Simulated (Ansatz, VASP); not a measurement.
# PtS2 in VASP and in Ansatz

Contents of INCAR:

```
SYSTEM = PtS2
ALGO = Normal ; EDIFF = 1E-6
ENCUT = 520 ; GGA = PE
ISIF = 2 ; ISMEAR = 0
LASPH = .True. ; LCHARG = .False.
LREAL = .False. ; LWAVE = .False.
NBANDS = 18 ; NELM = 60
PREC = Accurate ; SIGMA = 0.05
```

The input KPOINTS:

```
k-points
0
Gamma
  12 12 8
  0 0 0
```

Contents of POSCAR:

```
PtS2
1.0
    3.5431994758      0.0000000000      0.0000000000
   -1.7715997379      3.0685007567      0.0000000000
    0.0000000000      0.0000000000      5.0388000000
Pt S
1 2
Direct
    0.0000000000      0.0000000000      0.0000000000
    0.2861152013      0.6321005950      0.2500000000
    0.6666666667      0.3333333333      0.7500000000
```

Input for Ansatz:

```yaml
crystal:
  lattice:
    - [3.5431994758, 0.0, 0.0]
    - [-1.7715997379, 3.0685007567, 0.0]
    - [0.0, 0.0, 5.0388]
  atoms:
    - { symbol: Pt, position: [0.0, 0.0, 0.0] }
    - { symbol: S, position: [0.2861152013, 0.632100595, 0.25] }
    - { symbol: S, position: [0.6666666667, 0.3333333333, 0.75] }
basis:
  ecutwfc: 420
kpoints:
  mp_grid: { grid: [12, 12, 8] }
hamiltonian:
  xc: pbe
scf:
  occupations: { method: gaussian, width: 0.05 }
output:
  forces: true
  stress: true
  eigenvalues: true
```

Alike in both runs: task single point; functional PBE; k mesh 12 × 12 × 8; occupations gaussian, width 0.05 eV; no spin polarisation.

|  | VASP | Ansatz |
| --- | --- | --- |
| version | VASP 6.6.1 | Ansatz 0.2.0 |
| potentials or method | VASP PAW PBE potentials, release 64 (Pt, S), cutoff 520 eV | scalar-relativistic, plane waves, PAW |
| valence electrons in the cell | 22 | 30 |

|  | VASP | Ansatz | Ansatz less VASP |
| --- | --- | --- | --- |
| gap on the k mesh at the Fermi level (eV) | 0.43 | 0.42 | -0.004 |
| least direct gap on the mesh (eV) | 0.61 | 0.60 | -0.007 |
| pressure (GPa) | 2.8 | 3.2 | +0.44 |
| traceless stress, the component that is largest in VASP (GPa) | 3.28 | 3.30 | +0.025 |
| rms of the force components (eV/Å) | 0.562 | 0.561 | -0.0010 |

Atom by atom the forces differ by 0.019 eV/Å (rms over components). With one functional, cell and mesh, what is left measures potentials, basis and numerics. VASP's potentials hold 22 valence electrons a cell and Ansatz's 30, so a difference there can come from the potentials and not from the codes.

Neither program's run includes spin-orbit coupling.
